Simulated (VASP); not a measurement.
Runs of VASP 6.6.1 on Al3GaAs4. The structure is that of space group P-4m2 (No. 115), or close to it. The cells are those of the table. 

```csv
task,cell,k mesh,cutoff (eV),smearing,gap on the mesh (eV),pressure (GPa),largest force (eV/Å)
relaxation of cell and atoms,"relaxed from a = 3.846, b = 3.846, c = 10.878 Å, 8 atoms",4 × 4 × 2,600,gaussian 0.1 eV,1.21,0.0,0.04
single point,"a = 4.055, b = 4.055, c = 11.456 Å, 8 atoms",8 × 8 × 4,520,gaussian 0.02 eV,1.27,0.2,-
single point,"a = 3.846, b = 3.846, c = 10.878 Å, 8 atoms",4 × 4 × 2,520,gaussian 0.1 eV,(b),(a),0.12
single point,"a = 4.074, b = 4.074, c = 11.341 Å, 8 atoms",4 × 4 × 2,520,gaussian 0.1 eV,1.23,0.3,0.01
```

Alike in all rows: level PBE; potentials or basis VASP PAW PBE potentials, release 64 (Al, Ga_d, As); no spin polarisation.

**Question.** Fill in the values left out.

**Answer.** (a) 15.1; (b) 1.17.

Caveats: the cell stands under pressure (at least some runs).

A k mesh can miss the band edges, and the runs leave out spin-orbit coupling on As, Ga.
